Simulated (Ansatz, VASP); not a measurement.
# In2SiH2 in VASP and in Ansatz

```xyz
5
Lattice="-2.4898 2.4898 3.4048 2.4898 -2.4898 3.4048 2.4898 2.4898 -3.4048" Properties=species:S:1:pos:R:3 pbc="T T T"
In    0.0000    2.4898    1.7024
In    2.4898    0.0000    1.7024
Si    0.0000    0.0000    0.0000
H     0.0000    0.0000    3.7833
H     0.0000    0.0000    3.0262
```

Alike in both runs: functional PBE; k mesh 3 × 3 × 3; occupations gaussian, width 0.15 eV; no spin polarisation.

Ansatz relaxed the structure, and its values are those at the end. VASP's run is a single point on that final structure, the one shown.

```csv
,VASP,Ansatz
version,VASP 6.6.1,Ansatz 0.2.0
potentials or method,"VASP PAW PBE potentials, release 64 (In_d, Si, H), cutoff 500 eV","scalar-relativistic, plane waves, PAW"
valence electrons in the cell,32,32
```

|  | VASP | Ansatz | Ansatz less VASP |
| --- | --- | --- | --- |
| gap on the k mesh at the Fermi level (eV) | none | none | - |
| pressure (GPa) | -0.1 | 0.0 | +0.10 |
| rms of the force components (eV/Å) | 0.001 | 0.003 | +0.0022 |

A gap of «none» marks a metal or a gap that the smearing closes. The functional is the same, so the differences come from potentials, cutoffs and numerics.

The k mesh is coarse, so the values compare programs but aren't converged.
